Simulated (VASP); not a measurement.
**Ti: vibrations by perturbation theory with LDA**

Crystal: Ti.

```
CELL_PARAMETERS angstrom
2.86474 0.00000 0.00000
-1.43237 2.48093 0.00000
0.00000 0.00000 4.54586
ATOMIC_POSITIONS crystal
Ti 0.33333 0.66667 0.25000
Ti 0.66667 0.33333 0.75000
```

| Item | Value |
| --- | --- |
| Program | VASP 6.6.1 |
| Task | vibrations by perturbation theory |
| Functional | LDA |
| Potentials or basis | VASP PAW LDA potentials, release 64 (Ti_sv) |
| Cutoff | 520 eV |
| k mesh | 15 × 15 × 8 |
| Occupations | fermi-dirac, width 0.15 eV |
| Spin | no spin polarisation |
| Dipole correction | no |
| Further INCAR settings | ALGO = Normal; EDIFF = 1e-08; NBANDS = 19; IBRION = 8; NSW = 1 |

The highest phonon frequency at Γ is 219 cm⁻¹.

Phonon frequencies in cm⁻¹ (negative: imaginary):
| q point | frequencies |
| --- | --- |
| (0.000, 0.000, 0.000) | 0 0 0 96 96 219 |

It took 7.2 min on 1 thread of Intel(R) Xeon(R) 6975P-C (Granite Rapids), with other jobs on the host, peak memory 0.68 GiB.
